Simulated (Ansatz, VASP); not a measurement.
# Al2Cu in VASP and in Ansatz

```
Al Cu
1.0
     4.20670    0.00000    0.00000
     0.00000    4.20670    0.00000
     0.00000    0.00000    2.76100
Al Cu
2 1
Direct
  0.50000 0.00000 0.50000
  0.00000 0.50000 0.50000
  0.00000 0.00000 0.00000
```

Change from the starting cell: strain +0.030 along x and y, -0.030 along z, atoms carried along.

Alike in both runs: task single point; functional PBEsol; k mesh 12 × 12 × 16; occupations gaussian, width 0.15 eV; no spin polarisation.

|  | VASP | Ansatz |
| --- | --- | --- |
| version | VASP 6.6.1 | Ansatz 0.2.0 |
| potentials or method | VASP PAW PBE potentials, release 64 (Al, Cu), cutoff 520 eV | scalar-relativistic, plane waves, PAW |
| valence electrons in the cell | 17 | 25 |

```csv
,VASP,Ansatz,Ansatz less VASP
gap on the k mesh at the Fermi level (eV),none,none,-
pressure (GPa),-2.2,-2.1,+0.16
"traceless stress, the component that is largest in VASP (GPa)",3.15,3.18,+0.027
```

VASP's potentials were made for PBE, not for PBEsol. A gap of «none» marks a metal or a gap that the smearing closes. VASP's potentials hold 17 valence electrons a cell and Ansatz's 25, so a difference there can come from the potentials and not from the codes.
